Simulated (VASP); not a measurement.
Wanted: the native input for a VASP 6.6.1 run.

```yaml
Task: relaxation of the atoms
Functional: PBE
Potentials_or_basis: VASP PAW PBE potentials, release 64 (Si, S)
Cutoff: 450 eV
k_mesh: 8 × 8 × 8
Occupations: fermi-dirac, width 0.01 eV
Spin: no spin polarisation
Dipole_correction: no
Further_INCAR_settings: ALGO = Normal; EDIFF = 1e-07; IBRION = 2; EDIFFG = -0.02; NSW = 80
```

The structure of SiS2 lies in POSCAR:

```
SiS2
1.0
   -2.7820000000      4.7725000000      2.7760000000
    2.7820000000     -4.7725000000      2.7760000000
    2.7820000000      4.7725000000     -2.7760000000
Si S
2 4
Direct
    0.7500000000      0.7500000000      0.0000000000
    0.2500000000      0.2500000000      0.0000000000
    0.1182000000      0.2088000000      0.3270000000
    0.8818000000      0.7912000000      0.6730000000
    0.6182000000      0.2912000000      0.9094000000
    0.3818000000      0.7088000000      0.0906000000
```

One way to write it, as run:

INCAR

```
SYSTEM = SiS2
ALGO = Normal ; EDIFF = 1E-7
EDIFFG = -0.02 ; ENCUT = 450
GGA = PE ; GGA_COMPAT = .FALSE.
IBRION = 2 ; ISIF = 2
ISMEAR = -1 ; KPAR = 4
LASPH = .TRUE. ; LCHARG = .FALSE.
LREAL = .FALSE. ; LWAVE = .FALSE.
NELM = 120 ; NELMIN = 4
NSW = 80 ; PREC = Accurate
SIGMA = 0.01
```

KPOINTS

```
k-points
0
G
  8 8 8
  0 0 0
```

Potentials or basis: VASP PAW PBE potentials, release 64 (Si, S).

Run with:

```bash
$ cat potpaw_PBE.64/Si/POTCAR potpaw_PBE.64/S/POTCAR > POTCAR
$ mpirun -np 4 vasp_std > vasp.out
```

It gave:

| Property | Result |
| --- | --- |
| Energy gained by relaxing | 0.9 meV/atom |
| Ionic steps | 2 |
| Pressure after relaxing | 1.3 GPa |
| Largest force after relaxing | 0.010 eV/Å |
| Band gap on the k mesh | 2.76 eV (least direct gap 3.02 eV) |

It took 61 s on 4 MPI ranks on Intel(R) Xeon(R) 6975P-C (Granite Rapids), on a shared host, peak memory 0.44 GiB a rank.
